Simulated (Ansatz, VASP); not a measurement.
# MoS2: VASP beside Ansatz

Contents of INCAR:

```
SYSTEM = MoS2
PREC = Accurate
ENCUT = 520
EDIFF = 1E-6
ISMEAR = 0
SIGMA = 0.02
LREAL = .FALSE.
LASPH = .TRUE.
NELM = 80
ALGO = Normal
ISIF = 2
LWAVE = .FALSE.
LCHARG = .FALSE.
GGA = PE
IVDW = 12
NBANDS = 35
```

File KPOINTS:

```
regular mesh
0
G
  12 12 4
  0 0 0
```

POSCAR

```
MoS2
1.0
    3.2437982910      0.0000000000      0.0000000000
   -1.6218991455      2.8092117247      0.0000000000
    0.0000000000      0.0000000000     12.4564478906
Mo S
2 4
Direct
    0.6666666667      0.3333333333      0.2497964103
    0.3333333333      0.6666666667      0.7502035897
    0.3333333333      0.6666666667      0.3733968500
    0.6666666667      0.3333333333      0.8738023523
    0.3333333333      0.6666666667      0.1261976477
    0.6666666667      0.3333333333      0.6266031500
```

Input for Ansatz:

```yaml
crystal:
  lattice:
    - [3.243798291, 0.0, 0.0]
    - [-1.6218991455, 2.8092117247, 0.0]
    - [0.0, 0.0, 12.4564478906]
  atoms:
    - { symbol: Mo, position: [0.6666666667, 0.3333333333, 0.2497964103] }
    - { symbol: Mo, position: [0.3333333333, 0.6666666667, 0.7502035897] }
    - { symbol: S, position: [0.3333333333, 0.6666666667, 0.37339685] }
    - { symbol: S, position: [0.6666666667, 0.3333333333, 0.8738023523] }
    - { symbol: S, position: [0.3333333333, 0.6666666667, 0.1261976477] }
    - { symbol: S, position: [0.6666666667, 0.3333333333, 0.62660315] }
basis:
  ecutwfc: 420
kpoints:
  mp_grid: { grid: [12, 12, 4] }
  band_path: { path: [VBM, CBM], npoints: 2 }
hamiltonian:
  xc: pbe
  dispersion: d3bj
scf:
  occupations: { method: gaussian, width: 0.02 }
output:
  forces: true
  stress: true
  eigenvalues: true
checkpoint:
  read: start.run
  write: ck
  compress: false
  write_wavefunctions: false
  write_every: 100000
```

Alike in both runs: task single point; functional PBE; dispersion D3(BJ); k mesh 12 × 12 × 4; occupations gaussian, width 0.02 eV; no spin polarisation.

```csv
,VASP,Ansatz
version,VASP 6.6.1,Ansatz 0.2.0
potentials or method,"VASP PAW PBE potentials, release 64 (Mo_sv, S), cutoff 520 eV","scalar-relativistic, plane waves, PAW"
valence electrons in the cell,52,52
```

```csv
,VASP,Ansatz,Ansatz less VASP
gap on the k mesh at the Fermi level (eV),0.66,0.64,-0.017
least direct gap on the mesh (eV),1.43,1.42,-0.003
pressure (GPa),-5.7,-5.6,+0.12
"traceless stress, the component that is largest in VASP (GPa)",3.95,3.98,+0.030
rms of the force components (eV/Å),0.005,0.000,-0.0049
```

Atom by atom the forces differ by 0.005 eV/Å (rms over components).
